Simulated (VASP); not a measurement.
# SiC (P6_3mc) in VASP: a series of runs, part 2 of 3

VASP 6.6.1.

### 3 Relaxation of shape and atoms at fixed volume, PBE (9.24 Å³/atom)

This run uses another cell than the first one, of 9.24 Å³/atom.

The input, INCAR:

```
SYSTEM = SiC
PREC     = Accurate       ! precision mode
ENCUT    = 600            ! plane-wave cutoff, eV
EDIFF    = 1E-7           ! SCF threshold, eV
ISMEAR   = 0              ! smearing method
SIGMA    = 0.02           ! smearing width, eV
LREAL    = .FALSE.        ! projectors in reciprocal space
LASPH    = .TRUE.         ! aspherical terms in the spheres
NELM     = 60             ! most SCF steps
ALGO     = Normal         ! electronic algorithm
ISIF     = 4              ! what is computed and relaxed
LWAVE    = .FALSE.        ! write WAVECAR
LCHARG   = .FALSE.        ! write CHGCAR
GGA      = PE             ! functional
IBRION   = 2              ! ionic algorithm
NSW      = 50             ! ionic steps
EDIFFG   = -0.01          ! ionic threshold
```

The input, KPOINTS:

```
Automatic mesh
0
G
  12 12 2
  0 0 0
```

The input, POSCAR:

```
SiC
1.0
    2.9662217132      0.0000000000      0.0000000000
   -1.4831108566      2.5688233569      0.0000000000
    0.0000000000      0.0000000000     14.5496382832
Si C
6 6
Direct
    0.0000000000      0.0000000000      0.1250086218
    0.0000000000      0.0000000000      0.6250086218
    0.3333333333      0.6666666667      0.2918302786
    0.6666666667      0.3333333333      0.7918302786
    0.3333333333      0.6666666667      0.9583438916
    0.6666666667      0.3333333333      0.4583438916
    0.0000000000      0.0000000000     -0.0003102603
    0.0000000000      0.0000000000      0.4996897397
    0.3333333333      0.6666666667      0.1668065854
    0.6666666667      0.3333333333      0.6668065854
    0.3333333333      0.6666666667      0.8333208828
    0.6666666667      0.3333333333      0.3333208828
```

Potentials or basis: VASP PAW PBE potentials, release 64 (Si, C).

The run is started by

```bash
cat potpaw_PBE.64/Si/POTCAR potpaw_PBE.64/C/POTCAR > POTCAR
mpirun -np 1 vasp_std > vasp.out
```

OUTCAR:

```text
SYSTEM = SiC
   PREC = Accurate
   ENCUT = 600
   EDIFF = 1E-7
   ISMEAR = 0
   LREAL = .FALSE.
   LASPH = .TRUE.
   NELM = 60
   ISIF = 4
   GGA = PE
   IBRION = 2
   NSW = 50
   EDIFFG = -0.01

 ion  position               nearest neighbor table
   1  0.000  0.000  0.125-   9 1.82   9 1.82   9 1.82   7 1.82   5 2.97   5 2.97   5 2.97   3 2.97
                             3 2.97   3 2.97
   2  0.000  0.000  0.625-  10 1.82  10 1.82  10 1.82   8 1.82   6 2.97   6 2.97   6 2.97   4 2.97
                             4 2.97   4 2.97
   3  0.333  0.667  0.292-  12 1.82  12 1.82  12 1.82   9 1.82   6 2.97   6 2.97   6 2.97   1 2.97
                             1 2.97   1 2.97
   4  0.667  0.333  0.792-  11 1.82  11 1.82  11 1.82  10 1.82   5 2.97   5 2.97   5 2.97   2 2.97
                             2 2.97   2 2.97
   5  0.333  0.667  0.958-   7 1.82   7 1.82   7 1.82  11 1.82   4 2.97   4 2.97   4 2.97   1 2.97
                             1 2.97   1 2.97
   6  0.667  0.333  0.458-   8 1.82   8 1.82   8 1.82  12 1.82   3 2.97   3 2.97   3 2.97   2 2.97
                             2 2.97   2 2.97
   7  0.000  0.000  1.000-   5 1.82   5 1.82   5 1.82   1 1.82
   8  0.000  0.000  0.500-   6 1.82   6 1.82   6 1.82   2 1.82
   9  0.333  0.667  0.167-   1 1.82   1 1.82   1 1.82   3 1.82
  10  0.667  0.333  0.667-   2 1.82   2 1.82   2 1.82   4 1.82
  11  0.333  0.667  0.833-   4 1.82   4 1.82   4 1.82   5 1.82
  12  0.667  0.333  0.333-   3 1.82   3 1.82   3 1.82   6 1.82

  LATTYP: Found a hexagonal cell.
 ALAT       =     2.9662217132
 C/A-ratio  =     4.9051081443
[... 213 lines left out ...]
  Total       23.9603233     23.9603233     23.8660827      0.0000000      0.0000000      0.0000000
  in kB      346.2686778    346.2686778    344.9067354      0.0000000      0.0000000      0.0000000
  external PRESSURE =     345.8146970 kB  Pullay stress =       0.0000000 kB
[... 79 lines left out ...]
--------------------------------------- Ionic step        3  -------------------------------------------

 number of electron      48.0000002 magnetization

 Free energy of the ion-electron system (eV)
  ---------------------------------------------------
  ext. energy  EPLUGINS =         0.00000000
  ---------------------------------------------------
  free energy    TOTEN  =       -88.90378144 eV

  energy without entropy =      -88.90378144  energy(sigma->0) =      -88.90378144

 E-fermi :   9.5874     XC(G=0): -11.8557

 val. band max:        9.4762433804   @ k =   0.0000   0.0000   0.0000
 cond. band min:      11.4676226273   @ k =   0.5000   0.0000   0.0000
 fundamental gap:      1.9913792469
 Fermi energy:         9.5874258682

 k-point     1 :       0.0000    0.0000    0.0000
  band No.  band energies     occupation
      1      -6.8997      2.00000
      2      -6.3310      2.00000
      3      -6.2882      2.00000
      4      -4.6397      2.00000
      5      -4.6100      2.00000
      6      -2.8884      2.00000
[... 805 lines left out ...]
     30      15.2595      0.00000
     31      16.3189      0.00000

 [... further k-points ...]

------------------------ aborting loop because EDIFF is reached ----------------------------------------

  FORCE on cell =-STRESS in cart. coord.  units (eV):
  Direction    XX          YY          ZZ          XY          YZ          ZX
  --------------------------------------------------------------------------------------
  -------------------------------------------------------------------------------------
  Total       23.9276217     23.9276217     23.9269460      0.0000000      0.0000000     -0.0000000
  in kB      345.7960830    345.7960830    345.7863178      0.0000000      0.0000000     -0.0000000
  external PRESSURE =     345.7928279 kB  Pullay stress =       0.0000000 kB
[... 27 lines left out ...]
  FREE ENERGIE OF THE ION-ELECTRON SYSTEM (eV)
  ---------------------------------------------------
  free  energy   TOTEN  =       -88.9037814380 eV

  energy  without entropy=      -88.9037814380  energy(sigma->0) =      -88.90378144

 reached required accuracy - stopping structural energy minimisation
```

OSZICAR:

```text
N       E                     dE             d eps       ncg     rms          rms(c)
DAV:   1     0.164736895329E+03    0.16474E+03   -0.24841E+04  2356   0.159E+03
DAV:   2    -0.892755487957E+02   -0.25401E+03   -0.24183E+03  3163   0.247E+02
[... 19 lines left out ...]
   2 F= -.88903737E+02 E0= -.88903737E+02  d E =0.312406E-04
       N       E                     dE             d eps       ncg     rms          rms(c)
DAV:   1    -0.889037920759E+02   -0.55489E-04   -0.18221E-03  2566   0.240E-01    0.216E-02
DAV:   2    -0.889037862778E+02    0.57981E-05   -0.68507E-05  2874   0.484E-02    0.118E-02
DAV:   3    -0.889037816328E+02    0.46450E-05   -0.95586E-06  2986   0.185E-02    0.408E-03
DAV:   4    -0.889037814324E+02    0.20035E-06   -0.27242E-06  2908   0.850E-03    0.274E-03
DAV:   5    -0.889037814380E+02   -0.56107E-08   -0.19968E-07  2140   0.257E-03
   3 F= -.88903781E+02 E0= -.88903781E+02  d E =-.136297E-04
```

Run time: 6.6 min. Hardware: 1 thread of Intel Xeon 8259CL, shared host; peak memory 0.32 GiB.

What came out:

* Free energy: -88.9038 eV
* Energy gained by relaxing: 0.0 meV/atom
* Ionic steps: 3
* Pressure after relaxing: 34.6 GPa
* Largest force after relaxing: 0.004 eV/Å
* Band gap on the k mesh: 1.99 eV (least direct gap 3.11 eV)

Forces in eV/Å, atoms in the order of the input:
```
Si   0.000  0.000  0.000
Si   0.000  0.000  0.000
Si   0.000  0.000  0.001
Si   0.000  0.000  0.001
Si   0.000  0.000  0.004
Si   0.000  0.000  0.004
C    0.000  0.000 -0.001
C    0.000  0.000 -0.001
C    0.000  0.000 -0.004
C    0.000  0.000 -0.004
C    0.000  0.000  0.001
C    0.000  0.000  0.001
```

Final structure:
```
Si C
1.0
     2.96636    0.00000    0.00000
    -1.48318    2.56894    0.00000
     0.00000    0.00000   14.54832
Si C
6 6
Direct
  0.00000 0.00000 0.12499
  0.00000 0.00000 0.62499
  0.33333 0.66667 0.29183
  0.66667 0.33333 0.79183
  0.33333 0.66667 0.95835
  0.66667 0.33333 0.45835
  0.00000 0.00000 0.99970
  0.00000 0.00000 0.49970
  0.33333 0.66667 0.16681
  0.66667 0.33333 0.66681
  0.33333 0.66667 0.83332
  0.66667 0.33333 0.33332
```

Levels at points of the mesh, in eV from the valence-band top:
```
           k point  band 20  band 21  band 22  band 23  band 24  band 25  band 26  band 27  band 28  band 29
(0.00, 0.00, 0.00)    -0.30    -0.30    -0.03     0.00     0.00     6.19     6.35     6.81     7.30     7.54
(0.50, 0.00, 0.00)    -2.36    -1.90    -1.87    -1.75    -1.12     1.99     2.24     3.41     4.07     4.92
(0.00, 0.00, 0.50)    -0.65    -0.10    -0.10    -0.10    -0.10     6.26     6.26     7.02     7.02     7.64
(0.50, 0.00, 0.50)    -2.50    -1.78    -1.78    -1.35    -1.35     2.07     2.07     3.62     3.62     5.36
```

A k mesh can miss the band edges.

### 4 Relaxation of shape and atoms at fixed volume, PBE (10.18 Å³/atom)

This run uses another cell than the first one, of 10.18 Å³/atom.

The input, INCAR:

```
PREC = Accurate ; ENCUT = 600
EDIFF = 1E-6 ; ISMEAR = 0
SIGMA = 0.02 ; LREAL = F
LASPH = T ; NELM = 100
ALGO = Normal ; ISIF = 4
LWAVE = F ; LCHARG = F
GGA = PE ; IBRION = 2
NSW = 50 ; EDIFFG = -0.01
```

The input, KPOINTS:

```
Automatic mesh
0
Gamma
  12 12 2
```

The input, POSCAR:

```
SiC
1.0
    3.0637333288      0.0000000000      0.0000000000
   -1.5318666644      2.6532708931      0.0000000000
    0.0000000000      0.0000000000     15.0330310912
Si C
6 6
Direct
    0.0000000000      0.0000000000      0.1250399221
    0.0000000000      0.0000000000      0.6250399221
    0.3333333333      0.6666666667      0.2918177992
    0.6666666667      0.3333333333      0.7918177992
    0.3333333333      0.6666666667      0.9583095063
    0.6666666667      0.3333333333      0.4583095063
    0.0000000000      0.0000000000     -0.0003123163
    0.0000000000      0.0000000000      0.4996876837
    0.3333333333      0.6666666667      0.1668296831
    0.6666666667      0.3333333333      0.6668296831
    0.3333333333      0.6666666667      0.8333154055
    0.6666666667      0.3333333333      0.3333154055
```

The run is started by

```bash
cat potpaw_PBE.64/Si/POTCAR potpaw_PBE.64/C/POTCAR > POTCAR
mpirun -np 1 vasp_std > vasp.out
```

Wall time 1.9 min (1 thread of Oxide Virtual Turin-like, shared host); peak memory 0.28 GiB.

Results (log left out):

- Free energy: -90.3035 eV
- Pressure after relaxing: 6.7 GPa
- Largest force after relaxing: 0.008 eV/Å
- Band gap on the k mesh: 2.02 eV (least direct gap 3.12 eV)

Forces on the atoms (eV/Å):
```
Si   0.000  0.000 -0.008
Si   0.000  0.000 -0.008
Si   0.000  0.000  0.001
Si   0.000  0.000  0.001
Si   0.000  0.000  0.002
Si   0.000  0.000  0.002
C    0.000  0.000  0.005
C    0.000  0.000  0.005
C    0.000  0.000  0.000
C    0.000  0.000  0.000
C    0.000  0.000  0.000
C    0.000  0.000  0.000
```

Final structure:
```yaml
crystal:
  lattice:
    - [3.06373, 0.00000, 0.00000]
    - [-1.53187, 2.65327, 0.00000]
    - [0.00000, 0.00000, 15.03303]
  atoms:
    - { symbol: Si, position: [0.00000, 0.00000, 0.12504] }
    - { symbol: Si, position: [0.00000, 0.00000, 0.62504] }
    - { symbol: Si, position: [0.33333, 0.66667, 0.29182] }
    - { symbol: Si, position: [0.66667, 0.33333, 0.79182] }
    - { symbol: Si, position: [0.33333, 0.66667, 0.95831] }
    - { symbol: Si, position: [0.66667, 0.33333, 0.45831] }
    - { symbol: C, position: [0.00000, 0.00000, 0.99969] }
    - { symbol: C, position: [0.00000, 0.00000, 0.49969] }
    - { symbol: C, position: [0.33333, 0.66667, 0.16683] }
    - { symbol: C, position: [0.66667, 0.33333, 0.66683] }
    - { symbol: C, position: [0.33333, 0.66667, 0.83332] }
    - { symbol: C, position: [0.66667, 0.33333, 0.33332] }
```

Levels at points of the mesh, in eV from the valence-band top:
```csv
k point,band 20,band 21,band 22,band 23,band 24,band 25,band 26,band 27,band 28,band 29
"(0.00, 0.00, 0.00)",-0.30,-0.30,-0.04,0.00,0.00,5.32,5.49,5.90,6.41,6.49
"(0.50, 0.00, 0.00)",-2.27,-1.83,-1.79,-1.67,-1.10,2.02,2.22,3.24,3.92,4.64
"(0.00, 0.00, 0.50)",-0.64,-0.10,-0.10,-0.10,-0.10,5.38,5.38,6.13,6.13,6.83
"(0.50, 0.00, 0.50)",-2.37,-1.72,-1.72,-1.31,-1.31,2.07,2.07,3.46,3.46,4.90
```

Caveat: the relaxation stopped at its first step, so nothing moved. A k mesh can miss the band edges.

(Part 2 of 3 ends here.)
